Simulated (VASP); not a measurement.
# Yb (Im-3m) in VASP: notebook, part 2 of 3

VASP 6.6.1. The steps go on from the part before.

**4. Electric field gradients, PBEsol**

This run uses another cell than the first one, of 39.84 Å³/atom, 1.063 times its volume.

The input, INCAR:

```
PREC = Accurate
ENCUT = 520
EDIFF = 1E-8
ISMEAR = -1
SIGMA = 0.05
LREAL = F
LASPH = T
NELM = 60
ALGO = Normal
ISIF = 2
LWAVE = F
LCHARG = F
GGA = PS
LEFG = T
NBANDS = 18
```

The input, KPOINTS:

```
regular mesh
0
Gamma
  12 12 12
```

The input, POSCAR:

```
Yb
1.0
   -2.1514830000      2.1514830000      2.1514830000
    2.1514830000     -2.1514830000      2.1514830000
    2.1514830000      2.1514830000     -2.1514830000
Yb
1
Direct
    0.0000000000      0.0000000000      0.0000000000
```

Potentials or basis: VASP PAW PBE potentials, release 64 (Yb).

Run with:

```console
$ cat potpaw_PBE.64/Yb/POTCAR > POTCAR
$ mpirun -np 1 vasp_std > vasp.out
```

OUTCAR:

```text
PREC = Accurate
   ENCUT = 520
   EDIFF = 1E-8
   ISMEAR = -1
   LREAL = F
   LASPH = T
   NELM = 60
   ISIF = 2
   GGA = PS

 ion  position               nearest neighbor table
   1  0.000  0.000  0.000-

  LATTYP: Found a body centered cubic cell.
 ALAT       =     4.3029660000

  Lattice vectors:

 A1 = (  -2.1514830000,   2.1514830000,   2.1514830000)
 A2 = (   2.1514830000,  -2.1514830000,   2.1514830000)
 A3 = (   2.1514830000,   2.1514830000,  -2.1514830000)

Analysis of symmetry for initial positions (statically):
=====================================================================
 Subroutine PRICEL returns:
 Original cell was already a primitive cell.

 Routine SETGRP: Setting up the symmetry group for a
 body centered cubic supercell.

 Subroutine GETGRP returns: Found 48 space group operations
 (whereof 48 operations were pure point group operations)
 out of a pool of 48 trial point group operations.

The static configuration has the point symmetry O_h .

Analysis of symmetry for dynamics (positions and initial velocities):
=====================================================================
 Subroutine PRICEL returns:
 Original cell was already a primitive cell.

 Routine SETGRP: Setting up the symmetry group for a
 body centered cubic supercell.

 Subroutine GETGRP returns: Found 48 space group operations
 (whereof 48 operations were pure point group operations)
 out of a pool of 48 trial point group operations.

[... 144 lines left out ...]

 E-fermi :   1.1445     XC(G=0):  -9.1150

 val. band max:        1.1280012297   @ k =  -0.4167   0.5000   0.3333
 cond. band min:       1.1524904783   @ k =  -0.4167  -0.4167   0.1667
 fundamental gap:      0.0244892487
 Fermi energy:         1.1445311626

 k-point     1 :       0.0000    0.0000    0.0000
  band No.  band energies     occupation
      1     -50.6727      2.00000
      2     -22.9038      2.00000
      3     -22.9038      2.00000
      4     -22.9038      2.00000
      5      -3.7922      2.00000
      6       0.7354      1.99944
[... 481 lines left out ...]
      5      -0.1284      2.00000
      6       0.7441      1.99933
[... 10 lines left out ...]
     17       7.3005      0.00000
     18       8.1768      0.00000

 [... further k-points ...]

------------------------ aborting loop because EDIFF is reached ----------------------------------------

  FORCE on cell =-STRESS in cart. coord.  units (eV):
  Direction    XX          YY          ZZ          XY          YZ          ZX
  --------------------------------------------------------------------------------------
  -------------------------------------------------------------------------------------
  Total       -0.9314363     -0.9314363     -0.9314363     -0.0000000     -0.0000000      0.0000000
  in kB      -37.4619185    -37.4619185    -37.4619185     -0.0000000     -0.0000000      0.0000000
  external PRESSURE =     -37.4619185 kB  Pullay stress =       0.0000000 kB

 VOLUME and BASIS-vectors are now :
 -----------------------------------------------------------------------------
  energy-cutoff  :      520.00
  volume of cell :       39.84
      direct lattice vectors                 reciprocal lattice vectors
    -2.151483000  2.151483000  2.151483000     0.000000000  0.232397839  0.232397839
     2.151483000 -2.151483000  2.151483000     0.232397839  0.000000000  0.232397839
     2.151483000  2.151483000 -2.151483000     0.232397839  0.232397839  0.000000000

 POSITION                                       TOTAL-FORCE (eV/Angst)
 -----------------------------------------------------------------------------------
      0.00000      0.00000      0.00000        -0.000000      0.000000      0.000000
 -----------------------------------------------------------------------------------
    total drift:                                0.000000      0.000000      0.000000

  FREE ENERGIE OF THE ION-ELECTRON SYSTEM (eV)
  ---------------------------------------------------
  free  energy   TOTEN  =        -3.8315521357 eV

  energy  without entropy=       -3.8175938509  energy(sigma->0) =       -3.82457299

 Electric field gradients (V/A^2)
---------------------------------------------------------------------
 ion       V_xx      V_yy      V_zz      V_xy      V_xz      V_yz
---------------------------------------------------------------------
   1       0.000    -0.000     0.000    -0.004    -0.004    -0.004
---------------------------------------------------------------------

 Electric field gradients after diagonalization (V/A^2)
 (convention: |V_zz| > |V_xx| > |V_yy|)
----------------------------------------------------------------------
 ion       V_xx      V_yy      V_zz     asymmetry (V_yy - V_xx)/ V_zz
----------------------------------------------------------------------
   1       0.004     0.004    -0.008       0.000
----------------------------------------------------------------------

           NMR quadrupolar parameters

 Cq : quadrupolar parameter    Cq=e*Q*V_zz/h
 eta: asymmetry parameters     (V_yy - V_xx)/ V_zz
 Q  : nuclear electric quadrupole moment in mb (millibarn)
----------------------------------------------------------------------
 ion       Cq(MHz)       eta       Q (mb)
----------------------------------------------------------------------
   1      -0.000       0.000       1.000
----------------------------------------------------------------------
```

OSZICAR:

```text
N       E                     dE             d eps       ncg     rms          rms(c)
DAV:   1     0.124224453529E+03    0.12422E+03   -0.87203E+03  3274   0.897E+03
DAV:   2     0.132442735789E+02   -0.11098E+03   -0.10770E+03  3268   0.554E+02
DAV:   3    -0.157407772963E+01   -0.14818E+02   -0.14676E+02  3864   0.118E+02
[... 20 lines left out ...]
DAV:  24    -0.383155194609E+01   -0.11837E-06   -0.78249E-07  5104   0.309E-02    0.775E-03
DAV:  25    -0.383155207206E+01   -0.12597E-06   -0.31395E-07  4986   0.125E-02    0.419E-03
DAV:  26    -0.383155217950E+01   -0.10744E-06   -0.10666E-07  4164   0.123E-02    0.468E-03
DAV:  27    -0.383155213920E+01    0.40305E-07   -0.26167E-08  2512   0.409E-03    0.214E-03
DAV:  28    -0.383155213567E+01    0.35252E-08   -0.89632E-09  2016   0.200E-03
   1 F= -.38315521E+01 E0= -.38245730E+01  d E =-.139583E-01
```

It took 3.1 min on 1 thread of AMD EPYC 7R13, shared host; peak memory 0.18 GiB.

What came out:

| Property | Result |
| --- | --- |
| Free energy | -3.8316 eV |
| Pressure | -3.7 GPa |
| Band gap on the k mesh | zero (band 12 reaches 1.49 eV, above the bottom of band 13 at 0.85 eV) |

Caveat: without QUAD_EFG the Cq values of the log hold for a quadrupole moment of 1 mb, not for the nuclei; the PAW data sets were made with another functional, which shifts forces and pressure a little; spin-orbit coupling is left out, which moves the levels of the heavy elements. Spin polarisation is off, so any magnetic state and its effect on volume and gap are missing.

**5. Electric field gradients, PBEsol**

This run uses another cell than the first one, of 39.84 Å³/atom, 1.063 times its volume.

The input, INCAR:

```
SYSTEM = Yb
ALGO = Normal
EDIFF = 1E-8
ENCUT = 520
GGA = PS
ISIF = 2
ISMEAR = -1
LASPH = .True.
LCHARG = .False.
LEFG = .True.
LREAL = .False.
LWAVE = .False.
NBANDS = 18
NELM = 60
PREC = Accurate
SIGMA = 0.05
```

The input, KPOINTS:

```
k-points
0
Gamma
  12 12 12
  0 0 0
```

POSCAR is that of step 4.

Potentials or basis: VASP PAW PBE potentials, release 64 (Yb).

Run with:

```console
$ cat potpaw_PBE.64/Yb/POTCAR > POTCAR
$ mpirun -np 1 vasp_std > vasp.out
```

OUTCAR:

```text
SYSTEM = Yb
   EDIFF = 1E-8
   ENCUT = 520
   GGA = PS
   ISIF = 2
   ISMEAR = -1
   LASPH = .True.
   LREAL = .False.
   NELM = 60
   PREC = Accurate

 ion  position               nearest neighbor table
   1  0.000  0.000  0.000-

  LATTYP: Found a body centered cubic cell.
 ALAT       =     4.3029660000

  Lattice vectors:

 A1 = (  -2.1514830000,   2.1514830000,   2.1514830000)
 A2 = (   2.1514830000,  -2.1514830000,   2.1514830000)
 A3 = (   2.1514830000,   2.1514830000,  -2.1514830000)

[... 707 lines left out ...]
    total drift:                                0.000000      0.000000      0.000000

  FREE ENERGIE OF THE ION-ELECTRON SYSTEM (eV)
  ---------------------------------------------------
  free  energy   TOTEN  =        -3.8315521357 eV

  energy  without entropy=       -3.8175938509  energy(sigma->0) =       -3.82457299

 Electric field gradients (V/A^2)
---------------------------------------------------------------------
 ion       V_xx      V_yy      V_zz      V_xy      V_xz      V_yz
---------------------------------------------------------------------
   1       0.000    -0.000     0.000    -0.004    -0.004    -0.004
---------------------------------------------------------------------

 Electric field gradients after diagonalization (V/A^2)
 (convention: |V_zz| > |V_xx| > |V_yy|)
----------------------------------------------------------------------
 ion       V_xx      V_yy      V_zz     asymmetry (V_yy - V_xx)/ V_zz
----------------------------------------------------------------------
   1       0.004     0.004    -0.008       0.000
----------------------------------------------------------------------

           NMR quadrupolar parameters

 Cq : quadrupolar parameter    Cq=e*Q*V_zz/h
 eta: asymmetry parameters     (V_yy - V_xx)/ V_zz
 Q  : nuclear electric quadrupole moment in mb (millibarn)
----------------------------------------------------------------------
 ion       Cq(MHz)       eta       Q (mb)
----------------------------------------------------------------------
   1      -0.000       0.000       1.000
----------------------------------------------------------------------
```

OSZICAR:

```text
N       E                     dE             d eps       ncg     rms          rms(c)
DAV:   1     0.124224453529E+03    0.12422E+03   -0.87203E+03  3274   0.897E+03
DAV:   2     0.132442735789E+02   -0.11098E+03   -0.10770E+03  3268   0.554E+02
DAV:   3    -0.157407772963E+01   -0.14818E+02   -0.14676E+02  3864   0.118E+02
[... 20 lines left out ...]
DAV:  24    -0.383155194609E+01   -0.11837E-06   -0.78249E-07  5104   0.309E-02    0.775E-03
DAV:  25    -0.383155207206E+01   -0.12597E-06   -0.31395E-07  4986   0.125E-02    0.419E-03
DAV:  26    -0.383155217950E+01   -0.10744E-06   -0.10666E-07  4164   0.123E-02    0.468E-03
DAV:  27    -0.383155213920E+01    0.40305E-07   -0.26167E-08  2512   0.409E-03    0.214E-03
DAV:  28    -0.383155213567E+01    0.35252E-08   -0.89632E-09  2016   0.200E-03
   1 F= -.38315521E+01 E0= -.38245730E+01  d E =-.139583E-01
```

stdout:

```text
POSCAR found type information on POSCAR Yb
 POSCAR found :  1 types and       1 ions
 scaLAPACK will be used
 -----------------------------------------------------------------------------
|                                                                             |
|                                                                             |
|     You enforced a specific xc type in the INCAR file but a different       |
|     I HOPE YOU KNOW WHAT YOU ARE DOING!                                     |
|                                                                             |
 -----------------------------------------------------------------------------

 LDA part: xc-table for (Slater+PW92), standard interpolation
 POSCAR, INCAR and KPOINTS ok, starting setup
 FFT: planning ... GRIDC
 FFT: planning ... GRID_SOFT
 FFT: planning ... GRID
 WAVECAR not read
 entering main loop
ion   1
```

It took 2.9 min on 1 thread of AMD EPYC 7R13, shared host; peak memory 0.18 GiB.

Results:

```yaml
Free_energy: -3.8316 eV
Pressure: -3.7 GPa
Band_gap_on_the_k_mesh: zero (band 12 reaches 1.49 eV, above the bottom of band 13 at 0.85 eV)
```

Caveat: without QUAD_EFG the Cq values of the log hold for a quadrupole moment of 1 mb, not for the nuclei; the PAW data sets were made with another functional, which shifts forces and pressure a little; spin-orbit coupling is left out, which moves the levels of the heavy elements. Spin polarisation is off, so any magnetic state and its effect on volume and gap are missing.

**6. Electric field gradients, PBEsol (volume scaled by 1.02)**

The input, INCAR:

```
PREC = Accurate
ENCUT = 520
EDIFF = 1E-8
ISMEAR = -1
SIGMA = 0.05
LREAL = F
LASPH = T
NELM = 100
ALGO = Normal
ISIF = 2
LWAVE = F
LCHARG = F
GGA = PS
LEFG = T
NBANDS = 18
```

The input, KPOINTS:

```
Automatic mesh
0
Gamma
  12 12 12
```

The input, POSCAR:

```
Yb
1.0
   -2.1657316470      2.1657316470      2.1657316470
    2.1657316470     -2.1657316470      2.1657316470
    2.1657316470      2.1657316470     -2.1657316470
Yb
1
Direct
    0.0000000000      0.0000000000      0.0000000000
```

Potentials or basis: VASP PAW PBE potentials, release 64 (Yb).

Run with:

```console
$ cat potpaw_PBE.64/Yb/POTCAR > POTCAR
$ mpirun -np 1 vasp_std > vasp.out
```

OUTCAR:

```text
PREC = Accurate
   ENCUT = 520
   EDIFF = 1E-8
   ISMEAR = -1
   LREAL = F
   LASPH = T
   NELM = 100
   ISIF = 2
   GGA = PS

 ion  position               nearest neighbor table
   1  0.000  0.000  0.000-

  LATTYP: Found a body centered cubic cell.
 ALAT       =     4.3314632940

  Lattice vectors:

 A1 = (  -2.1657316470,   2.1657316470,   2.1657316470)
 A2 = (   2.1657316470,  -2.1657316470,   2.1657316470)
 A3 = (   2.1657316470,   2.1657316470,  -2.1657316470)

Analysis of symmetry for initial positions (statically):
=====================================================================
 Subroutine PRICEL returns:
 Original cell was already a primitive cell.

 Routine SETGRP: Setting up the symmetry group for a
 body centered cubic supercell.
[... 684 lines left out ...]
  in kB      -39.4122561    -39.4122561    -39.4122561      0.0000000      0.0000000      0.0000000
  external PRESSURE =     -39.4122561 kB  Pullay stress =       0.0000000 kB

 VOLUME and BASIS-vectors are now :
 -----------------------------------------------------------------------------
  energy-cutoff  :      520.00
  volume of cell :       40.63
      direct lattice vectors                 reciprocal lattice vectors
    -2.165731647  2.165731647  2.165731647     0.000000000  0.230868862  0.230868862
     2.165731647 -2.165731647  2.165731647     0.230868862  0.000000000  0.230868862
     2.165731647  2.165731647 -2.165731647     0.230868862  0.230868862  0.000000000

 POSITION                                       TOTAL-FORCE (eV/Angst)
 -----------------------------------------------------------------------------------
      0.00000      0.00000      0.00000         0.000000     -0.000000      0.000000
 -----------------------------------------------------------------------------------
    total drift:                                0.000000      0.000000      0.000000

  FREE ENERGIE OF THE ION-ELECTRON SYSTEM (eV)
  ---------------------------------------------------
  free  energy   TOTEN  =        -3.8131966635 eV

  energy  without entropy=       -3.7991587336  energy(sigma->0) =       -3.80617770

 Electric field gradients (V/A^2)
---------------------------------------------------------------------
 ion       V_xx      V_yy      V_zz      V_xy      V_xz      V_yz
---------------------------------------------------------------------
   1       0.000    -0.000     0.000    -0.004    -0.004    -0.004
---------------------------------------------------------------------

 Electric field gradients after diagonalization (V/A^2)
 (convention: |V_zz| > |V_xx| > |V_yy|)
----------------------------------------------------------------------
 ion       V_xx      V_yy      V_zz     asymmetry (V_yy - V_xx)/ V_zz
----------------------------------------------------------------------
   1       0.004     0.004    -0.008       0.000
----------------------------------------------------------------------

           NMR quadrupolar parameters

 Cq : quadrupolar parameter    Cq=e*Q*V_zz/h
 eta: asymmetry parameters     (V_yy - V_xx)/ V_zz
 Q  : nuclear electric quadrupole moment in mb (millibarn)
----------------------------------------------------------------------
 ion       Cq(MHz)       eta       Q (mb)
----------------------------------------------------------------------
   1      -0.000       0.000       1.000
----------------------------------------------------------------------
```

OSZICAR:

```text
N       E                     dE             d eps       ncg     rms          rms(c)
DAV:   1     0.120894879832E+03    0.12089E+03   -0.86206E+03  3298   0.889E+03
DAV:   2     0.125304362425E+02   -0.10836E+03   -0.10518E+03  3268   0.541E+02
[... 21 lines left out ...]
DAV:  24    -0.381319689375E+01    0.26209E-05   -0.23857E-06  4862   0.487E-02    0.958E-02
DAV:  25    -0.381319698177E+01   -0.88017E-07   -0.14602E-06  4298   0.399E-02    0.482E-02
DAV:  26    -0.381319679331E+01    0.18846E-06   -0.21526E-07  4480   0.119E-02    0.338E-02
DAV:  27    -0.381319667376E+01    0.11954E-06   -0.11215E-07  4542   0.104E-02    0.207E-02
DAV:  28    -0.381319665743E+01    0.16335E-07   -0.22759E-08  3258   0.453E-03    0.890E-03
DAV:  29    -0.381319666352E+01   -0.60909E-08   -0.14106E-08  1990   0.154E-03
   1 F= -.38131967E+01 E0= -.38061777E+01  d E =-.140379E-01
```

Run time: 2.8 min. Hardware: 1 thread of AMD EPYC 7R13, shared host; peak memory 0.18 GiB.

What came out:

| Quantity | Value |
| --- | --- |
| Free energy | -3.8132 eV |
| Pressure | -3.9 GPa |
| Band gap on the k mesh | zero (band 12 reaches 1.43 eV, above the bottom of band 13 at 0.80 eV) |

Caveat: the cell differs from its parent crystal (volume scaled by 1.02); without QUAD_EFG the Cq values of the log hold for a quadrupole moment of 1 mb, not for the nuclei; the PAW data sets were made with another functional, which shifts forces and pressure a little; spin-orbit coupling is left out, which moves the levels of the heavy elements.

(Part 2 of 3 ends here.)
